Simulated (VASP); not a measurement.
Set up this calculation in VASP 6.6.1, as the native input.

- Task: relaxation of the atoms
- Functional: PBEsol
- Potentials or basis: VASP PAW PBE potentials, release 64 (Sn_d, Se)
- Cutoff: 520 eV
- k mesh: 5 × 5 × 5
- Occupations: fermi-dirac, width 0.05 eV
- Spin: no spin polarisation
- Dipole correction: no
- Further INCAR settings: ALGO = Normal; EDIFF = 1e-06; IBRION = 2; EDIFFG = -0.01; NSW = 60

The structure of Sn3Se lies in POSCAR:

```
Sn3Se
1.0
    0.0000000000      3.8078007600      3.7331380000
    3.8078007600      0.0000000000      3.7331380000
    3.8078007600      3.8078007600      0.0000000000
Sn Se
3 1
Direct
    0.5000000000      0.5000000000      0.5000000000
    0.7500000000      0.7500000000      0.7500000000
    0.2500000000      0.2500000000      0.2500000000
    0.0000000000      0.0000000000      0.0000000000
```

One way to write it, as run:

INCAR

```
PREC     = Accurate       # precision mode
ENCUT    = 520            # plane-wave cutoff, eV
EDIFF    = 1E-6           # SCF threshold, eV
ISMEAR   = -1             # smearing method
SIGMA    = 0.05           # smearing width, eV
LREAL    = False          # projectors in reciprocal space
LASPH    = True           # aspherical terms in the spheres
NELM     = 100            # most SCF steps
ALGO     = Normal         # electronic algorithm
ISIF     = 2              # what is computed and relaxed
LWAVE    = False          # write WAVECAR
LCHARG   = False          # write CHGCAR
GGA      = PS             # functional
IBRION   = 2              # ionic algorithm
NSW      = 60             # ionic steps
EDIFFG   = -0.01          # ionic threshold
LUSENCCL = False
```

KPOINTS

```
Automatic mesh
0
Gamma
  5 5 5
```

Potentials or basis: VASP PAW PBE potentials, release 64 (Sn_d, Se).

Run with:

```console
$ cat potpaw_PBE.64/Sn_d/POTCAR potpaw_PBE.64/Se/POTCAR > POTCAR
$ mpirun -np 1 vasp_std > vasp.out
```

Results of the run:

| Property | Result |
| --- | --- |
| Pressure after relaxing | -4.7 GPa |

Caveat: the highest band is partly filled, so the run has too few bands; the PAW data sets were made with another functional, which shifts forces and pressure a little.

Run time: 48 s on 1 × NVIDIA H100 80GB with 1 thread of AMD EPYC 7R13 Processor (Zen 3) (shared host), peak memory 1.3 GiB.
